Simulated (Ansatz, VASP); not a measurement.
**BN in VASP and in Ansatz**

```
N B
1.0
     2.50804    0.00000    0.00000
    -1.24671    2.17623    0.00000
    -0.63067   -1.08812    3.02254
N B
1 1
Direct
  0.66851 0.33238 0.98500
  0.97964 0.98350 0.00181
```

Alike in both runs: functional r2SCAN; k mesh 13 × 13 × 9; occupations fermi-dirac, width 0.05 eV; no spin polarisation.

|  | VASP | Ansatz |
| --- | --- | --- |
| version | VASP 6.6.1 | Ansatz 0.2.0 |
| potentials or method | VASP PAW PBE potentials, release 64 (N, B) | Ansatz PAW |
| plane-wave cutoff (eV) | 520 | 500 |
| valence electrons in the cell | 8 | 8 |
| task | single point | band structure |

VASP gave:

| Item | Value |
| --- | --- |
| gap on the k mesh at the Fermi level (eV) | 3.32 |
| least direct gap on the mesh (eV) | 5.22 |
| pressure (GPa) | 1.2 |
| traceless stress, the component that is largest in VASP (GPa) | -8.09 |
| rms of the force components (eV/Å) | 1.575 |

Q: Estimate Ansatz's values.

A: gap on the k mesh at the Fermi level (eV): 3.29; least direct gap on the mesh (eV): 5.16; pressure (GPa): 0.8; traceless stress, the component that is largest in VASP (GPa): -8.42; rms of the force components (eV/Å): 1.584.

VASP's potentials were made for PBE, not for r2SCAN. Atom by atom the forces differ by 0.009 eV/Å (rms over components).

Noted on Ansatz's run: the k mesh misses the band edges, so the gap on the mesh is wider than the one along the path.
